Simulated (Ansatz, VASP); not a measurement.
# One calculation of SiC, two programs

```
Si C
1.0
     3.08622    0.00000    0.00000
    -1.54311    2.67274    0.00000
     0.00000    0.00000    5.06477
Si C
2 2
Cartesian
  0.0000 1.7818 0.0000
  1.5431 0.8909 2.5324
  0.0000 1.7818 1.9499
  1.5431 0.8909 4.4823
```

Change from the starting cell: volume scaled by 1.01.

Alike in both runs: task single point; functional PBE; k mesh 15 × 15 × 8; occupations fermi-dirac, width 0.08 eV; no spin polarisation.

|  | VASP | Ansatz |
| --- | --- | --- |
| version | VASP 6.6.1 | Ansatz 0.2.0 |
| potentials or method | VASP PAW PBE potentials, release 64 (Si, C), cutoff 520 eV | all-electron LAPW, scalar-relativistic |

```csv
,VASP,Ansatz,Ansatz less VASP
pressure (GPa),1.4,1.5,+0.07
"traceless stress, the component that is largest in VASP (GPa)",-2.95,-2.95,+0.005
rms of the force components (eV/Å),0.426,0.425,-0.0003
```

Atom by atom the forces differ by 0.000 eV/Å (rms over components). Ansatz ran all-electron here, and VASP with PAW potentials.
